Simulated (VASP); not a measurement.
# In (P6/mmm) in VASP: a series of runs

The runs below take In through single point, with PBEsol.

All numbers are computed with VASP 6.6.1; they aren't measurements. Logs are shortened: lines on timing, memory, paths and dates and some standing lists are left out, and cuts for length are marked.

## (1) The cell of the first run

It takes space group P6/mmm (No. 191, hexagonal). The conventional cell has a = 5.116 Å, b = 5.116 Å, c = 3.158 Å, α = 90.00°, β = 90.00°, γ = 120.00°. In (site symmetry 6/mmm) has 14 In at 3.16 to 3.35 Å within 4.2 Å. In (site symmetry -6m2) has 11 In at 2.95 to 3.35 Å within 3.9 Å.

## (2) Single point, PBEsol (volume scaled by 0.92)

INCAR

```
SYSTEM = In
PREC = Accurate
ENCUT = 520
EDIFF = 1E-6
ISMEAR = -1
SIGMA = 0.1
LREAL = .False.
LASPH = .True.
NELM = 100
ALGO = Normal
ISIF = 2
LWAVE = .False.
LCHARG = .False.
GGA = PS
NBANDS = 26
```

KPOINTS

```
regular mesh
0
Gamma
  8 8 11
  0 0 0
```

POSCAR

```
In
1.0
    5.1163322068      0.0000000000      0.0000000000
   -2.5581661034      4.4308736653      0.0000000000
    0.0000000000      0.0000000000      3.1579018147
In
3
Direct
    0.0000000000      1.0000000000      0.0000000000
    0.3333333333      0.6666666667      0.5000000000
    0.6666666667      0.3333333333      0.5000000000
```

Potentials or basis: VASP PAW PBE potentials, release 64 (In_d).

Started as:

```
$ cat potpaw_PBE.64/In_d/POTCAR > POTCAR
$ mpirun -np 1 vasp_std > vasp.out
```

OUTCAR:

```text
SYSTEM = In
   PREC = Accurate
   ENCUT = 520
   EDIFF = 1E-6
   ISMEAR = -1
   LREAL = .False.
   LASPH = .True.
   NELM = 100
   ISIF = 2
   GGA = PS

 ion  position               nearest neighbor table
   1  0.000  0.000  0.000-   2 3.35   3 3.35   2 3.35   3 3.35   3 3.35   3 3.35   2 3.35   2 3.35
                             3 3.35   3 3.35   2 3.35   2 3.35
   2  0.333  0.667  0.500-   3 2.95   3 2.95   3 2.95   1 3.35   1 3.35   1 3.35   1 3.35   1 3.35
                             1 3.35
   3  0.667  0.333  0.500-   2 2.95   2 2.95   2 2.95   1 3.35   1 3.35   1 3.35   1 3.35   1 3.35
                             1 3.35

  LATTYP: Found a hexagonal cell.
 ALAT       =     5.1163322068
 C/A-ratio  =     0.6172198534

  Lattice vectors:

 A1 = (   5.1163322068,   0.0000000000,   0.0000000000)
 A2 = (  -2.5581661034,   4.4308736653,   0.0000000000)
 A3 = (   0.0000000000,   0.0000000000,   3.1579018147)

Analysis of symmetry for initial positions (statically):
=====================================================================
 Subroutine PRICEL returns:
 Original cell was already a primitive cell.

 Routine SETGRP: Setting up the symmetry group for a
 hexagonal supercell.

 Subroutine GETGRP returns: Found 24 space group operations
 (whereof 24 operations were pure point group operations)
 out of a pool of 24 trial point group operations.

The static configuration has the point symmetry D_6h.

Analysis of symmetry for dynamics (positions and initial velocities):
=====================================================================
 Subroutine PRICEL returns:
 Original cell was already a primitive cell.

 Routine SETGRP: Setting up the symmetry group for a
 hexagonal supercell.

 Subroutine GETGRP returns: Found 24 space group operations
 (whereof 24 operations were pure point group operations)
 out of a pool of 24 trial point group operations.

The dynamic configuration has the point symmetry D_6h.

 Subroutine INISYM returns: Found 24 space group operations
 (whereof 24 operations are pure point group operations),
 and found     1 'primitive' translations

----------------------------------------------------------------------------------------

                                     Primitive cell

  volume of cell :      71.5891

  direct lattice vectors                    reciprocal lattice vectors
     5.116332207  0.000000000  0.000000000     0.195452516  0.112844562  0.000000000
    -2.558166103  4.430873665  0.000000000     0.000000000  0.225689125  0.000000000
     0.000000000  0.000000000  3.157901815     0.000000000  0.000000000  0.316665957

  length of vectors
     5.116332207  5.116332207  3.157901815     0.225689125  0.225689125  0.316665957

  position of ions in fractional coordinates (direct lattice)
     0.000000000  0.000000000  0.000000000
     0.333333333  0.666666667  0.500000000
     0.666666667  0.333333333  0.500000000

  ion indices of the primitive-cell ions
   primitive index   ion index
                 1           1
                 2           2
                 3           3

----------------------------------------------------------------------------------------

 KPOINTS: regular mesh

Automatic generation of k-mesh.
 Grid dimensions read from file:
 generate k-points for:    8    8   11

 Generating k-lattice:

  Cartesian coordinates                     Fractional coordinates (reciprocal lattice)
     0.024431564  0.014105570  0.000000000     0.125000000 -0.000000000  0.000000000
     0.000000000  0.028211141  0.000000000     0.000000000  0.125000000  0.000000000
     0.000000000  0.000000000  0.028787814     0.000000000  0.000000000  0.090909091

  Length of vectors
     0.028211141  0.028211141  0.028787814

  Shift w.r.t. Gamma in fractional coordinates (k-lattice)
     0.000000000  0.000000000  0.000000000

 Subroutine IBZKPT returns following result:
 ===========================================

 Found     60 irreducible k-points:

 Following reciprocal coordinates:
            Coordinates               Weight
  0.000000  0.000000  0.000000      1.000000
  0.125000  0.000000  0.000000      6.000000
  0.250000  0.000000  0.000000      6.000000
  0.375000  0.000000  0.000000      6.000000
  0.500000  0.000000  0.000000      3.000000
  0.125000  0.125000  0.000000      6.000000
[... 16 lines left out ...]
  0.250000  0.000000  0.181818     12.000000
  0.375000  0.000000  0.181818     12.000000
 [... further k-points ...]
   k-points           NKPTS =     60   k-points in BZ     NKDIM =     60   number of bands    NBANDS=     26
   number of dos      NEDOS =    301   number of ions     NIONS =      3
   total plane-waves  NPLWV =  38400
   dimension x,y,z NGX =    40 NGY =   40 NGZ =   24
   dimension x,y,z NGXF=    80 NGYF=   80 NGZF=   48
   ions per type =               3
   NGX,Y,Z   is equivalent  to a cutoff of  13.00, 13.00, 12.63 a.u.
   NGXF,Y,Z  is equivalent  to a cutoff of  25.99, 25.99, 25.27 a.u.
 SYSTEM =  In
   PREC   = accura    normal or accurate (medium, high low for compatibility)
   ISTART =      0    job   : 0-new  1-cont  2-samecut
   ICHARG =      2    charge: 1-file 2-atom 10-const
   ISPIN  =      1    spin polarized calculation?
   LNONCOLLINEAR =      F non collinear calculations
   LSORBIT =      F    spin-orbit coupling
   LASPH  =      T    aspherical Exc in radial PAW
   ENCUT  =  520.0 eV  38.22 Ry    6.18 a.u.   9.51  9.51  5.87*2*pi/ulx,y,z
   NELM   =    100;   NELMIN=  2; NELMDL= -5     # of ELM steps
   EDIFF  = 0.1E-05   stopping-criterion for ELM
   LREAL  =      F    real-space projection
   EDIFFG = 0.1E-04   stopping-criterion for IOM
   NSW    =      0    number of steps for IOM
   IBRION =     -1    ionic relax: 0-MD 1-quasi-New 2-CG
   NFREE  =      0    steps in history (QN), initial steepest desc. (CG)
   ISIF   =      2    stress and relaxation
   ISYM   =      2    0-nonsym 1-usesym 2-fastsym
   POTIM  = 0.5000    time-step for ionic-motion
   TEBEG  =    0.0;   TEEND  =   0.0 temperature during run
   PSTRESS=    0.0 pullay stress
   NELECT =      39.0000    total number of electrons
   NUPDOWN=      -1.0000    fix difference up-down
   EMIN   =  10.00;   EMAX   =-10.00  energy-range for DOS
   EFERMI =   0.00;   METHOD = LEGACY
   ISMEAR =    -1;   SIGMA  =   0.10  broadening in eV -4-tet -1-fermi 0-gaus
   EFERMI_NEDOS =   21; number of points for ismear=-14 and -15
   IALGO  =     38    algorithm
   IMIX   =      4    mixing-type and parameters
     AMIX     =   0.40;   BMIX     =  1.00
     AMIX_MAG =   1.60;   BMIX_MAG =  1.00
  volume/ion in A,a.u.               =      23.86       161.04
  Fermi-wavevector in a.u.,A,eV,Ry     =   1.337049  2.526657 24.323151  1.787701
  Thomas-Fermi vector in A             =   2.465628
   LORBIT       =      0    0 simple, 1 ext, 2 COOP (PROOUT), +10 PAW based schemes
   GGA     = PS    functional components
   LHFCALC =     F    Hartree Fock is set to
   AEXX    =    0.0000 exact exchange contribution
   IVDW    =     0    specifies the selected vdW correction
   LEPSILON=     F    determine dielectric tensor
   LRPA    =     F    only Hartree local field effects (RPA)
 non-spin polarized calculation
  energy-cutoff  :      520.00
  volume of cell :       71.59
 maximum number of plane-waves:      1974
 NGX is ok and might be reduce to    40
   NGX = 19   NGY = 19   NGZ = 11

 number of electron      39.0000010 magnetization

 Free energy of the ion-electron system (eV)
  ---------------------------------------------------
  ext. energy  EPLUGINS =         0.00000000
  ---------------------------------------------------
  free energy    TOTEN  =        -8.79522109 eV

  energy without entropy =       -8.73728928  energy(sigma->0) =       -8.76625519

 E-fermi :   8.4990     XC(G=0): -10.8462

 val. band max:        8.4968621060   @ k =   0.2500   0.1250   0.4545
 cond. band min:       8.5243865295   @ k =   0.1250   0.1250   0.2727
 fundamental gap:      0.0275244234
 Fermi energy:         8.4990011508

 k-point     1 :       0.0000    0.0000    0.0000
  band No.  band energies     occupation
      1      -6.5473      2.00000
      2      -6.2570      2.00000
      3      -6.2367      2.00000
      4      -6.2367      2.00000
      5      -6.2082      2.00000
      6      -6.0702      2.00000
[... 18 lines left out ...]
     25      20.5396      0.00000
     26      20.7020      0.00000

 k-point     2 :       0.1250    0.0000    0.0000
  band No.  band energies     occupation
      1      -6.5367      2.00000
      2      -6.2934      2.00000
      3      -6.2742      2.00000
      4      -6.2626      2.00000
      5      -6.1928      2.00000
      6      -6.1068      2.00000
[... 18 lines left out ...]
     25      19.4508      0.00000
     26      19.7967      0.00000

 k-point     3 :       0.2500    0.0000    0.0000
  band No.  band energies     occupation
      1      -6.5095      2.00000
      2      -6.3764      2.00000
      3      -6.3354      2.00000
      4      -6.2831      2.00000
      5      -6.2118      2.00000
      6      -6.1374      2.00000
[... 18 lines left out ...]
     25      17.4386      0.00000
     26      17.7141      0.00000

 k-point     4 :       0.3750    0.0000    0.0000
  band No.  band energies     occupation
      1      -6.4845      2.00000
      2      -6.4345      2.00000
      3      -6.3781      2.00000
      4      -6.3120      2.00000
      5      -6.2263      2.00000
      6      -6.1612      2.00000
[... 18 lines left out ...]
     25      15.5880      0.00000
     26      17.0621      0.00000

 k-point     5 :       0.5000    0.0000    0.0000
  band No.  band energies     occupation
      1      -6.4895      2.00000
      2      -6.4358      2.00000
      3      -6.3927      2.00000
      4      -6.3289      2.00000
      5      -6.2308      2.00000
      6      -6.1694      2.00000
[... 18 lines left out ...]
     25      15.8073      0.00000
     26      15.8240      0.00000

 k-point     6 :       0.1250    0.1250    0.0000
  band No.  band energies     occupation
      1      -6.5178      2.00000
      2      -6.3447      2.00000
      3      -6.3372      2.00000
      4      -6.2674      2.00000
      5      -6.2040      2.00000
      6      -6.1333      2.00000
[... 427 lines left out ...]
 k-point    21 :       0.0000    0.0000    0.1818
  band No.  band energies     occupation
      1      -6.4202      2.00000
      2      -6.2393      2.00000
      3      -6.2393      2.00000
      4      -6.2264      2.00000
      5      -6.2264      2.00000
      6      -6.1797      2.00000
[... 18 lines left out ...]
     25      16.9808      0.00000
     26      17.8670      0.00000

 k-point    22 :       0.1250    0.0000    0.1818
  band No.  band energies     occupation
      1      -6.4183      2.00000
      2      -6.2916      2.00000
      3      -6.2904      2.00000
      4      -6.2312      2.00000
      5      -6.2212      2.00000
      6      -6.1526      2.00000
[... 18 lines left out ...]
     25      16.3796      0.00000
     26      17.2842      0.00000

 k-point    23 :       0.2500    0.0000    0.1818
  band No.  band energies     occupation
      1      -6.4220      2.00000
      2      -6.3522      2.00000
      3      -6.3364      2.00000
      4      -6.2279      2.00000
      5      -6.2092      2.00000
      6      -6.1445      2.00000
[... 18 lines left out ...]
     25      15.7537      0.00000
     26      16.6116      0.00000

 k-point    24 :       0.3750    0.0000    0.1818
  band No.  band energies     occupation
      1      -6.4400      2.00000
      2      -6.3910      2.00000
      3      -6.3459      2.00000
      4      -6.2178      2.00000
      5      -6.2153      2.00000
      6      -6.1245      2.00000
[... 18 lines left out ...]
     25      15.3069      0.00000
     26      15.3916      0.00000

 [... further k-points ...]
[... 5 lines left out ...]
  --------------------------------------------------------------------------------------
  -------------------------------------------------------------------------------------
  Total        2.0545246      2.0545246      1.8415791      0.0000000      0.0000000      0.0000000
  in kB       45.9806591     45.9806591     41.2148995      0.0000000      0.0000000      0.0000000
  external PRESSURE =      44.3920726 kB  Pullay stress =       0.0000000 kB

 VOLUME and BASIS-vectors are now :
 -----------------------------------------------------------------------------
  energy-cutoff  :      520.00
  volume of cell :       71.59
      direct lattice vectors                 reciprocal lattice vectors
     5.116332207  0.000000000  0.000000000     0.195452516  0.112844562  0.000000000
    -2.558166103  4.430873665  0.000000000     0.000000000  0.225689125  0.000000000
     0.000000000  0.000000000  3.157901815     0.000000000  0.000000000  0.316665957

 POSITION                                       TOTAL-FORCE (eV/Angst)
 -----------------------------------------------------------------------------------
      0.00000      0.00000      0.00000        -0.000000      0.000000      0.000000
     -0.00000      2.95392      1.57895         0.000000     -0.000000      0.000000
      2.55817      1.47696      1.57895        -0.000000      0.000000      0.000000
 -----------------------------------------------------------------------------------
    total drift:                               -0.000000      0.000000      0.000000

  FREE ENERGIE OF THE ION-ELECTRON SYSTEM (eV)
  ---------------------------------------------------
  free  energy   TOTEN  =        -8.7952210950 eV

  energy  without entropy=       -8.7372892816  energy(sigma->0) =       -8.76625519
```

Run time: 41 s. Hardware: 1 thread of AMD EPYC 9R45 (Zen 5), shared host; peak memory 0.2 GiB.

Results:

- Free energy: -8.7952 eV
- Pressure: 4.4 GPa

Stress tensor (GPa, compression positive):
```
4.60 0.00 0.00
0.00 4.60 0.00
0.00 0.00 4.12
```

Caveat: the PAW data sets were made with another functional, which shifts forces and pressure a little; spin-orbit coupling is left out, which moves the levels of the heavy elements.

## (3) Single point, PBEsol (volume scaled by 0.96)

INCAR

```
PREC     = Accurate       # precision mode
ENCUT    = 520            # plane-wave cutoff, eV
EDIFF    = 1E-6           # SCF threshold, eV
ISMEAR   = -1             # smearing method
SIGMA    = 0.1            # smearing width, eV
LREAL    = F              # projectors in reciprocal space
LASPH    = T              # aspherical terms in the spheres
NELM     = 80             # most SCF steps
ALGO     = Normal         # electronic algorithm
ISIF     = 2              # what is computed and relaxed
LWAVE    = F              # write WAVECAR
LCHARG   = F              # write CHGCAR
GGA      = PS             # functional
NBANDS   = 26             # bands
```

KPOINTS

```
regular mesh
0
Gamma
  8 8 11
```

POSCAR

```
In
1.0
    5.1894325431      0.0000000000      0.0000000000
   -2.5947162716      4.4941804135      0.0000000000
    0.0000000000      0.0000000000      3.2030207936
In
3
Direct
    0.0000000000      1.0000000000      0.0000000000
    0.3333333333      0.6666666667      0.5000000000
    0.6666666667      0.3333333333      0.5000000000
```

Potentials or basis: VASP PAW PBE potentials, release 64 (In_d).

Started as:

```
$ cat potpaw_PBE.64/In_d/POTCAR > POTCAR
$ mpirun -np 1 vasp_std > vasp.out
```

OUTCAR:

```text
PREC = Accurate
   ENCUT = 520
   EDIFF = 1E-6
   ISMEAR = -1
   LREAL = F
   LASPH = T
   NELM = 80
   ISIF = 2
   GGA = PS

 ion  position               nearest neighbor table
   1  0.000  0.000  0.000-   2 3.40   3 3.40   2 3.40   3 3.40   2 3.40   2 3.40   3 3.40   3 3.40
                             3 3.40   3 3.40   2 3.40   2 3.40
   2  0.333  0.667  0.500-   3 3.00   3 3.00   3 3.00   1 3.40   1 3.40   1 3.40   1 3.40   1 3.40
                             1 3.40
   3  0.667  0.333  0.500-   2 3.00   2 3.00   2 3.00   1 3.40   1 3.40   1 3.40   1 3.40   1 3.40
                             1 3.40

  LATTYP: Found a hexagonal cell.
[... 886 lines left out ...]
     26      14.6100      0.00000

 [... further k-points ...]
[... 5 lines left out ...]
  --------------------------------------------------------------------------------------
  -------------------------------------------------------------------------------------
  Total        0.9524636      0.9524636      0.7980466     -0.0000000      0.0000000     -0.0000000
  in kB       20.4281404     20.4281404     17.1162532     -0.0000000      0.0000000     -0.0000000
  external PRESSURE =      19.3241780 kB  Pullay stress =       0.0000000 kB

 VOLUME and BASIS-vectors are now :
 -----------------------------------------------------------------------------
  energy-cutoff  :      520.00
  volume of cell :       74.70
      direct lattice vectors                 reciprocal lattice vectors
     5.189432543  0.000000000  0.000000000     0.192699296  0.111254991  0.000000000
    -2.594716272  4.494180413  0.000000000     0.000000000  0.222509981  0.000000000
     0.000000000  0.000000000  3.203020794     0.000000000  0.000000000  0.312205279

 POSITION                                       TOTAL-FORCE (eV/Angst)
 -----------------------------------------------------------------------------------
      0.00000      0.00000      0.00000         0.000000     -0.000000      0.000000
     -0.00000      2.99612      1.60151         0.000000     -0.000000      0.000000
      2.59472      1.49806      1.60151        -0.000000      0.000000      0.000000
 -----------------------------------------------------------------------------------
    total drift:                               -0.000000      0.000000      0.000000

  FREE ENERGIE OF THE ION-ELECTRON SYSTEM (eV)
  ---------------------------------------------------
  free  energy   TOTEN  =        -8.8586809931 eV

  energy  without entropy=       -8.7985415386  energy(sigma->0) =       -8.82861127
```

stdout:

```text
POSCAR found type information on POSCAR In
 POSCAR found :  1 types and       3 ions
 scaLAPACK will be used
 -----------------------------------------------------------------------------
|                                                                             |
|                                                                             |
|     You enforced a specific xc type in the INCAR file but a different       |
|     I HOPE YOU KNOW WHAT YOU ARE DOING!                                     |
|                                                                             |
 -----------------------------------------------------------------------------

 LDA part: xc-table for (Slater+PW92), standard interpolation
 POSCAR, INCAR and KPOINTS ok, starting setup
 FFT: planning ... GRIDC
 FFT: planning ... GRID_SOFT
 FFT: planning ... GRID
 WAVECAR not read
 entering main loop
```

Run time: 39 s. Hardware: 1 thread of AMD EPYC 9R45 (Zen 5), shared host; peak memory 0.2 GiB.

What came out:

```
Free energy : -8.8587 eV
Pressure    : 1.9 GPa
```

Caveat: the PAW data sets were made with another functional, which shifts forces and pressure a little; spin-orbit coupling is left out, which moves the levels of the heavy elements.
